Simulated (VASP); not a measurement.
# Ge (I4_1/amd) in VASP: further runs

The runs below take Ge through single point, with LDA.

Program: VASP 6.6.1. These are calculated values, not measurements. Logs are shortened: lines on timing, memory, paths and dates and some standing lists are left out, and cuts for length are marked.

## Step 1: The cell of the first run

The structure is tetragonal, space group I4_1/amd (No. 141). Conventional cell: a = 4.298 Å, b = 4.298 Å, c = 5.066 Å, α = 90.00°, β = 90.00°, γ = 90.00°. Within 3.3 Å of Ge (site symmetry -4m2) lie 4 Ge at 2.49 Å.

## Step 2: Single point, LDA (23.39 Å³/atom)

The input, INCAR:

```
SYSTEM = Ge
PREC     = Accurate       ! precision mode
ENCUT    = 520            ! plane-wave cutoff, eV
EDIFF    = 1E-6           ! SCF threshold, eV
ISMEAR   = 0              ! smearing method
SIGMA    = 0.15           ! smearing width, eV
LREAL    = .FALSE.        ! projectors in reciprocal space
LASPH    = .TRUE.         ! aspherical terms in the spheres
NELM     = 80             ! most SCF steps
ALGO     = Normal         ! electronic algorithm
ISIF     = 2              ! what is computed and relaxed
LWAVE    = .FALSE.        ! write WAVECAR
LCHARG   = .FALSE.        ! write CHGCAR
NBANDS   = 21             ! bands
```

The input, KPOINTS:

```
Automatic mesh
0
G
  16 16 16
  0 0 0
```

The input, POSCAR:

```
Ge
1.0
    0.0000000000      3.0388942906      2.5332222807
    3.0388942906      0.0000000000      2.5332222807
    3.0388942906      3.0388942906      0.0000000000
Ge
2
Direct
    0.5000000000      0.5000000000      0.5000000000
    0.7500000000      0.7500000000      0.7500000000
```

Potentials or basis: VASP PAW LDA potentials, release 64 (Ge_d).

Run with:

```console
$ cat potpaw_LDA.64/Ge_d/POTCAR > POTCAR
$ mpirun -np 1 vasp_std > vasp.out
```

OUTCAR:

```text
SYSTEM = Ge
   PREC = Accurate
   ENCUT = 520
   EDIFF = 1E-6
   ISMEAR = 0
   LREAL = .FALSE.
   LASPH = .TRUE.
   NELM = 80
   ISIF = 2

 ion  position               nearest neighbor table
   1  0.500  0.500  0.500-   2 2.49   2 2.49   2 2.49   2 2.49
   2  0.750  0.750  0.750-   1 2.49   1 2.49   1 2.49   1 2.49

  LATTYP: Found a body centered tetragonal cell.
 ALAT       =     4.2976455204
 C/A-ratio  =     1.1788884256

  Lattice vectors:

 A1 = (   0.0000000000,  -3.0388942906,  -2.5332222807)
 A2 = (   0.0000000000,   3.0388942906,  -2.5332222807)
 A3 = (   3.0388942906,   0.0000000000,   2.5332222807)

Analysis of symmetry for initial positions (statically):
=====================================================================
 Subroutine PRICEL returns:
 Original cell was already a primitive cell.

 Routine SETGRP: Setting up the symmetry group for a
 body centered tetragonal supercell.

 Subroutine GETGRP returns: Found 16 space group operations
 (whereof  8 operations were pure point group operations)
 out of a pool of 16 trial point group operations.

The static configuration has the point symmetry D_2d.
 The point group associated with its full space group is D_4h.

Analysis of symmetry for dynamics (positions and initial velocities):
=====================================================================
 Subroutine PRICEL returns:
 Original cell was already a primitive cell.

 Routine SETGRP: Setting up the symmetry group for a
 body centered tetragonal supercell.

 Subroutine GETGRP returns: Found 16 space group operations
 (whereof  8 operations were pure point group operations)
 out of a pool of 16 trial point group operations.

The dynamic configuration has the point symmetry D_2d.
 The point group associated with its full space group is D_4h.

 Subroutine INISYM returns: Found 16 space group operations
 (whereof  8 operations are pure point group operations),
 and found     1 'primitive' translations

----------------------------------------------------------------------------------------

                                     Primitive cell

  volume of cell :      46.7880

  direct lattice vectors                    reciprocal lattice vectors
     0.000000000  3.038894291  2.533222281    -0.164533528  0.164533528  0.197377073
     3.038894291  0.000000000  2.533222281     0.164533528 -0.164533528  0.197377073
     3.038894291  3.038894291  0.000000000     0.164533528  0.164533528 -0.197377073

  length of vectors
     3.956272694  3.956272694  4.297645520     0.305123373  0.305123373  0.305123373

  position of ions in fractional coordinates (direct lattice)
     0.500000000  0.500000000  0.500000000
     0.750000000  0.750000000  0.750000000

  ion indices of the primitive-cell ions
   primitive index   ion index
                 1           1
                 2           2

----------------------------------------------------------------------------------------

 KPOINTS: Automatic mesh

Automatic generation of k-mesh.
 Grid dimensions read from file:
 generate k-points for:   16   16   16

 Generating k-lattice:

  Cartesian coordinates                     Fractional coordinates (reciprocal lattice)
    -0.010283346  0.010283346  0.012336067     0.062500000  0.000000000  0.000000000
     0.010283346 -0.010283346  0.012336067     0.000000000  0.062500000  0.000000000
     0.010283346  0.010283346 -0.012336067     0.000000000  0.000000000  0.062500000

  Length of vectors
     0.019070211  0.019070211  0.019070211

  Shift w.r.t. Gamma in fractional coordinates (k-lattice)
     0.000000000  0.000000000  0.000000000

 Subroutine IBZKPT returns following result:
 ===========================================

 Found    349 irreducible k-points:

 Following reciprocal coordinates:
            Coordinates               Weight
  0.000000  0.000000  0.000000      1.000000
  0.062500 -0.000000  0.000000      8.000000
  0.125000 -0.000000  0.000000      8.000000
  0.187500 -0.000000  0.000000      8.000000
  0.250000 -0.000000  0.000000      8.000000
  0.312500 -0.000000  0.000000      8.000000
[... 16 lines left out ...]
 -0.125000  0.062500  0.000000      8.000000
 -0.062500  0.062500  0.000000      4.000000
 [... further k-points ...]
   k-points           NKPTS =    349   k-points in BZ     NKDIM =    349   number of bands    NBANDS=     21
   number of dos      NEDOS =    301   number of ions     NIONS =      2
   total plane-waves  NPLWV =  28800
   dimension x,y,z NGX =    30 NGY =   30 NGZ =   32
   dimension x,y,z NGXF=    60 NGYF=   60 NGZF=   64
   ions per type =               2
   NGX,Y,Z   is equivalent  to a cutoff of  12.61, 12.61, 12.38 a.u.
   NGXF,Y,Z  is equivalent  to a cutoff of  25.21, 25.21, 24.76 a.u.
 SYSTEM =  Ge
   PREC   = accura    normal or accurate (medium, high low for compatibility)
   ISTART =      0    job   : 0-new  1-cont  2-samecut
   ICHARG =      2    charge: 1-file 2-atom 10-const
   ISPIN  =      1    spin polarized calculation?
   LNONCOLLINEAR =      F non collinear calculations
   LSORBIT =      F    spin-orbit coupling
   LASPH  =      T    aspherical Exc in radial PAW
   ENCUT  =  520.0 eV  38.22 Ry    6.18 a.u.   7.36  7.36  7.99*2*pi/ulx,y,z
   NELM   =     80;   NELMIN=  2; NELMDL= -5     # of ELM steps
   EDIFF  = 0.1E-05   stopping-criterion for ELM
   LREAL  =      F    real-space projection
   EDIFFG = 0.1E-04   stopping-criterion for IOM
   NSW    =      0    number of steps for IOM
   IBRION =     -1    ionic relax: 0-MD 1-quasi-New 2-CG
   NFREE  =      0    steps in history (QN), initial steepest desc. (CG)
   ISIF   =      2    stress and relaxation
   ISYM   =      2    0-nonsym 1-usesym 2-fastsym
   POTIM  = 0.5000    time-step for ionic-motion
   TEBEG  =    0.0;   TEEND  =   0.0 temperature during run
   PSTRESS=    0.0 pullay stress
   NELECT =      28.0000    total number of electrons
   NUPDOWN=      -1.0000    fix difference up-down
   EMIN   =  10.00;   EMAX   =-10.00  energy-range for DOS
   EFERMI =   0.00;   METHOD = LEGACY
   ISMEAR =     0;   SIGMA  =   0.15  broadening in eV -4-tet -1-fermi 0-gaus
   EFERMI_NEDOS =   21; number of points for ismear=-14 and -15
   IALGO  =     38    algorithm
   IMIX   =      4    mixing-type and parameters
     AMIX     =   0.40;   BMIX     =  1.00
     AMIX_MAG =   1.60;   BMIX_MAG =  1.00
  volume/ion in A,a.u.               =      23.39       157.87
  Fermi-wavevector in a.u.,A,eV,Ry     =   1.379588  2.607043 25.895459  1.903263
  Thomas-Fermi vector in A             =   2.504543
   LORBIT       =      0    0 simple, 1 ext, 2 COOP (PROOUT), +10 PAW based schemes
   GGA     = CA    functional components
   LHFCALC =     F    Hartree Fock is set to
   AEXX    =    0.0000 exact exchange contribution
   IVDW    =     0    specifies the selected vdW correction
   LEPSILON=     F    determine dielectric tensor
   LRPA    =     F    only Hartree local field effects (RPA)
 non-spin polarized calculation
 Gauss-broadening in eV      SIGMA  =   0.15
  energy-cutoff  :      520.00
  volume of cell :       46.79
 maximum number of plane-waves:      1278
 NGX is ok and might be reduce to    30
   NGX = 15   NGY = 15   NGZ = 15

 number of electron      28.0000028 magnetization

 Free energy of the ion-electron system (eV)
  ---------------------------------------------------
  ext. energy  EPLUGINS =         0.00000000
  ---------------------------------------------------
  free energy    TOTEN  =       -10.19768988 eV

  energy without entropy =      -10.19476196  energy(sigma->0) =      -10.19622592

 E-fermi :   4.3094     XC(G=0): -10.1693

 val. band max:        4.2776981652   @ k =   0.1875  -0.0000   0.0000
 cond. band min:       4.3417278060   @ k =  -0.1250   0.0000   0.0625
 fundamental gap:      0.0640296409
 Fermi energy:         4.3093562349

 k-point     1 :       0.0000    0.0000    0.0000
  band No.  band energies     occupation
      1     -20.5232      2.00000
      2     -20.4804      2.00000
      3     -20.4804      2.00000
      4     -20.4696      2.00000
      5     -20.4531      2.00000
      6     -20.3075      2.00000
[... 13 lines left out ...]
     20      12.2270      0.00000
     21      13.8163      0.00000

 k-point     2 :       0.0625   -0.0000    0.0000
  band No.  band energies     occupation
      1     -20.5234      2.00000
      2     -20.4838      2.00000
      3     -20.4832      2.00000
      4     -20.4649      2.00000
      5     -20.4494      2.00000
      6     -20.3156      2.00000
[... 13 lines left out ...]
     20      12.0688      0.00000
     21      13.2607      0.00000

 k-point     3 :       0.1250   -0.0000    0.0000
  band No.  band energies     occupation
      1     -20.5242      2.00000
      2     -20.4883      2.00000
      3     -20.4883      2.00000
      4     -20.4566      2.00000
      5     -20.4415      2.00000
      6     -20.3252      2.00000
[... 13 lines left out ...]
     20      11.9038      0.00000
     21      12.8833      0.00000

 k-point     4 :       0.1875   -0.0000    0.0000
  band No.  band energies     occupation
      1     -20.5260      2.00000
      2     -20.4921      2.00000
      3     -20.4916      2.00000
      4     -20.4478      2.00000
      5     -20.4329      2.00000
      6     -20.3339      2.00000
[... 13 lines left out ...]
     20      12.0308      0.00000
     21      13.2283      0.00000

 k-point     5 :       0.2500   -0.0000    0.0000
  band No.  band energies     occupation
      1     -20.5287      2.00000
      2     -20.4938      2.00000
      3     -20.4934      2.00000
      4     -20.4399      2.00000
      5     -20.4253      2.00000
      6     -20.3412      2.00000
[... 13 lines left out ...]
     20      12.5356      0.00000
     21      13.9558      0.00000
[... 382 lines left out ...]
     20      12.1354      0.00000
     21      14.1234      0.00000

 k-point    22 :      -0.1875    0.0625    0.0000
  band No.  band energies     occupation
      1     -20.5317      2.00000
      2     -20.4962      2.00000
      3     -20.4957      2.00000
      4     -20.4392      2.00000
      5     -20.4264      2.00000
      6     -20.3413      2.00000
[... 13 lines left out ...]
     20      11.7304      0.00000
     21      13.2197      0.00000

 k-point    23 :      -0.1250    0.0625    0.0000
  band No.  band energies     occupation
      1     -20.5286      2.00000
      2     -20.4934      2.00000
      3     -20.4932      2.00000
      4     -20.4483      2.00000
      5     -20.4341      2.00000
      6     -20.3339      2.00000
[... 13 lines left out ...]
     20      11.7848      0.00000
     21      12.3656      0.00000

 k-point    24 :      -0.0625    0.0625    0.0000
  band No.  band energies     occupation
      1     -20.5259      2.00000
      2     -20.4890      2.00000
      3     -20.4885      2.00000
      4     -20.4574      2.00000
      5     -20.4424      2.00000
      6     -20.3251      2.00000
[... 13 lines left out ...]
     20      11.7010      0.00000
     21      12.5814      0.00000

 [... further k-points ...]

------------------------ aborting loop because EDIFF is reached ----------------------------------------

  FORCE on cell =-STRESS in cart. coord.  units (eV):
  Direction    XX          YY          ZZ          XY          YZ          ZX
  --------------------------------------------------------------------------------------
  -------------------------------------------------------------------------------------
  Total       -1.8086377     -1.8086377      0.5107650      0.0000000      0.0000000      0.0000000
  in kB      -61.9337930    -61.9337930     17.4903002      0.0000000      0.0000000      0.0000000
  external PRESSURE =     -35.4590953 kB  Pullay stress =       0.0000000 kB

 VOLUME and BASIS-vectors are now :
 -----------------------------------------------------------------------------
  energy-cutoff  :      520.00
  volume of cell :       46.79
      direct lattice vectors                 reciprocal lattice vectors
     0.000000000  3.038894291  2.533222281    -0.164533528  0.164533528  0.197377073
     3.038894291  0.000000000  2.533222281     0.164533528 -0.164533528  0.197377073
     3.038894291  3.038894291  0.000000000     0.164533528  0.164533528 -0.197377073

 POSITION                                       TOTAL-FORCE (eV/Angst)
 -----------------------------------------------------------------------------------
      3.03889      3.03889      2.53322        -0.000000     -0.000000      0.000000
      4.55834      4.55834      3.79983         0.000000      0.000000      0.000000
 -----------------------------------------------------------------------------------
    total drift:                                0.000000     -0.000000     -0.000000

  FREE ENERGIE OF THE ION-ELECTRON SYSTEM (eV)
  ---------------------------------------------------
  free  energy   TOTEN  =       -10.1976898795 eV

  energy  without entropy=      -10.1947619584  energy(sigma->0) =      -10.19622592
```

Wall time 2.6 min (1 thread of AMD EPYC 7R13 (Zen 3), shared host); peak memory 0.33 GiB.

Results:

| Property | Result |
| --- | --- |
| Free energy | -10.1977 eV |
| Pressure | -3.5 GPa |
| Band gap on the k mesh | zero (bands 14 and 15 overlap by 0.96 eV) |

Levels at points of the mesh, in eV from the Fermi level:
| k point | band 11 | band 12 | band 13 | band 14 | band 15 | band 16 | band 17 | band 18 |
| --- | --- | --- | --- | --- | --- | --- | --- | --- |
| (0.00, 0.00, 0.00) | -12.41 | -0.57 | -0.27 | -0.27 | 0.86 | 2.19 | 3.08 | 3.08 |
| (0.50, 0.00, 0.00) | -10.37 | -7.36 | -1.89 | -0.59 | -0.34 | 3.30 | 4.68 | 7.50 |
| (0.50, 0.50, 0.00) | -8.15 | -8.15 | -3.57 | -3.57 | 0.04 | 0.04 | 9.26 | 9.26 |
| (0.50, 0.00, 0.50) | -8.92 | -8.92 | -2.31 | -2.31 | 1.34 | 1.34 | 8.01 | 8.01 |

Caveat: the cell stands under tension.

(Continued in part 2 of 2.)
